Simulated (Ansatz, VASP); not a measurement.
Cu3N: VASP beside Ansatz

The input INCAR:

```
ALGO     = Normal         # electronic algorithm
EDIFF    = 1E-6           # SCF threshold, eV
ENCUT    = 600            # plane-wave cutoff, eV
GGA      = PE             # functional
GGA_COMPAT= F            
ISIF     = 2              # what is computed and relaxed
ISMEAR   = 0              # smearing method
LASPH    = T              # aspherical terms in the spheres
LCHARG   = F              # write CHGCAR
LREAL    = F              # projectors in reciprocal space
LWAVE    = F              # write WAVECAR
NBANDS   = 27             # bands
NELM     = 120            # most SCF steps
PREC     = Accurate       # precision mode
SIGMA    = 0.01           # smearing width, eV
```

File KPOINTS:

```
k-points
0
Gamma
  6 6 6
```

Contents of POSCAR:

```
Cu3N
1.0
    3.8070000000      0.0000000000      0.0000000000
    0.0000000000      3.8070000000      0.0000000000
    0.0000000000      0.0000000000      3.8070000000
Cu N
3 1
Direct
    0.5000000000      0.0000000000      0.0000000000
    0.0000000000      0.5000000000      0.0000000000
    0.0000000000      0.0000000000      0.5000000000
    0.0000000000      0.0000000000      0.0000000000
```

Input for Ansatz:

```yaml
crystal:
  lattice:
    - [3.807, 0.0, 0.0]
    - [0.0, 3.807, 0.0]
    - [0.0, 0.0, 3.807]
  atoms:
    - { symbol: Cu, position: [0.5, 0.0, 0.0] }
    - { symbol: Cu, position: [0.0, 0.5, 0.0] }
    - { symbol: Cu, position: [0.0, 0.0, 0.5] }
    - { symbol: "N", position: [0.0, 0.0, 0.0] }
kpoints:
  mp_grid:
    grid: [6, 6, 6]
hamiltonian:
  xc: pbe
  pseudopotentials:
    kind: paw
scf:
  occupations:
    method: fixed
output:
  stress: true
```

Alike in both runs: task single point; functional PBE; k mesh 6 × 6 × 6; no spin polarisation.

|  | VASP | Ansatz |
| --- | --- | --- |
| version | VASP 6.6.1 | Ansatz 0.2.0 |
| potentials or method | VASP PAW PBE potentials, release 64 (Cu, N) | plane waves, PAW |
| plane-wave cutoff (eV) | 600 | 420 |
| occupations | gaussian, width 0.01 eV | fixed |
| valence electrons in the cell | 38 | 62 |

|  | VASP | Ansatz | Ansatz less VASP |
| --- | --- | --- | --- |
| pressure (GPa) | 2.8 | 2.1 | -0.74 |

VASP's potentials hold 38 valence electrons a cell and Ansatz's 62, so a difference there can come from the potentials and not from the codes.
